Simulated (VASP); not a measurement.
# ZrTiAl2O7: single point with PBE

ZrTiAl2O7:

```
O Al Ti Zr
1.0
    -4.87871    4.72228   -0.15187
    -4.72937   -0.00253    4.72837
     0.23006    4.80047    4.95590
O Al Ti Zr
14 4 2 2
Direct
  0.82272 0.86221 0.41101
  0.37140 0.89819 0.33302
  0.82258 0.40348 0.41125
  0.41750 0.37157 0.34023
  0.33401 0.93254 0.91796
  0.33398 0.31494 0.91762
  0.71396 0.66179 0.00133
  0.07477 0.67380 0.07720
  0.71381 0.12273 0.00132
  0.56276 0.60027 0.73604
  0.95230 0.22665 0.09413
  0.12199 0.62448 0.63994
  0.64295 0.09560 0.66502
  0.12189 0.11337 0.64016
  0.02422 0.00018 0.96302
  0.52767 0.97804 0.01588
  0.02438 0.51222 0.96277
  0.62259 0.41457 0.04810
  0.48046 0.95437 0.61026
  0.48062 0.45348 0.61000
  0.99776 0.03237 0.43723
  0.04328 0.51510 0.42628
```

```
Program             : VASP 6.6.1
Task                : single point
Functional          : PBE
Potentials or basis : VASP PAW PBE potentials, release 64 (O_h, Al, Ti_sv, Zr_sv)
Cutoff              : 910 eV
k mesh              : 2 × 2 × 2, shifted
Occupations         : gaussian, width 0.1 eV
Spin                : no spin polarisation
```

```
Pressure               : -0.2 GPa
Largest force          : 0.094 eV/Å
Band gap on the k mesh : 2.53 eV
```

Forces in eV/Å, atoms in the order of the input:
```
O   -0.019 -0.002 -0.024
O    0.006  0.000  0.007
O   -0.025 -0.001 -0.020
O   -0.006  0.009 -0.003
O    0.035  0.041  0.065
O    0.065  0.041  0.037
O    0.000 -0.010  0.002
O   -0.008 -0.015 -0.006
O    0.002 -0.009  0.001
O    0.010  0.063  0.008
O   -0.004 -0.004 -0.004
O    0.006 -0.022  0.025
O   -0.006  0.046 -0.006
O    0.026 -0.025  0.007
Al  -0.001  0.002 -0.003
Al   0.013  0.016  0.011
Al  -0.002  0.002 -0.002
Al   0.007  0.005  0.007
Ti  -0.047 -0.064 -0.051
Ti  -0.045 -0.062 -0.046
Zr  -0.013 -0.011 -0.014
Zr   0.006  0.001  0.009
```

Levels at points of the mesh, in eV from the valence-band top:
```tsv
k point	band 69	band 70	band 71	band 72	band 73	band 74	band 75	band 76
(0.25, 0.25, 0.25)	-0.55	-0.35	-0.13	0.00	2.57	2.59	2.76	2.99
```

Run time: 6.1 min on 1 thread of AMD EPYC 9R45 96-Core Processor (Zen 5), on a shared host, peak memory 0.73 GiB.

Caveat: the k points lie up to 0.57 Å⁻¹ apart; a shifted mesh leaves out Γ, where band edges can lie. A k mesh can miss the band edges.
